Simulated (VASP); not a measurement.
Set up this calculation in VASP 6.6.1, as the native input.

```yaml
Task: single point
Functional: PBEsol
Dispersion: D3(BJ)
Potentials_or_basis: VASP PAW PBE potentials, release 64 (Al, N)
Cutoff: 520 eV
k_mesh: 12 × 12 × 6
Occupations: gaussian, width 0.1 eV
Spin: no spin polarisation
Dipole_correction: no
Further_INCAR_settings: ALGO = Normal; EDIFF = 1e-06; NBANDS = 16
```

The structure of AlN lies in POSCAR:

```
AlN
1.0
    3.3394901009      0.0000000000      0.0000000000
   -1.6697450504      2.8920826618      0.0000000000
    0.0000000000      0.0000000000      4.2221725282
Al N
2 2
Direct
    0.3333333333      0.6666666667      0.7500000000
    0.6666666667      0.3333333333      0.2500000000
    0.3333333333      0.6666666667      0.2500000000
    0.6666666667      0.3333333333      0.7500000000
```

The input as run:

INCAR

```
PREC = Accurate
ENCUT = 520
EDIFF = 1E-6
ISMEAR = 0
SIGMA = 0.1
LREAL = F
LASPH = T
NELM = 100
ALGO = Normal
ISIF = 2
LWAVE = F
LCHARG = F
GGA = PS
IVDW = 12
NBANDS = 16
```

KPOINTS

```
regular mesh
0
Gamma
  12 12 6
```

Potentials or basis: VASP PAW PBE potentials, release 64 (Al, N).

Launch:

```console
$ cat potpaw_PBE.64/Al/POTCAR potpaw_PBE.64/N/POTCAR > POTCAR
$ mpirun -np 1 vasp_std > vasp.out
```

It gave:

The pressure is -11.9 GPa. The band gap on the k mesh is 3.00 eV, direct and the dispersion energy per atom is -0.232 eV.

Caveat: the PAW data sets were made with another functional, which shifts forces and pressure a little.

Wall time 41 s on 1 thread of Intel(R) Xeon(R) Platinum 8375C CPU @ 2.90GHz (Ice Lake) (shared host), peak memory 0.19 GiB.
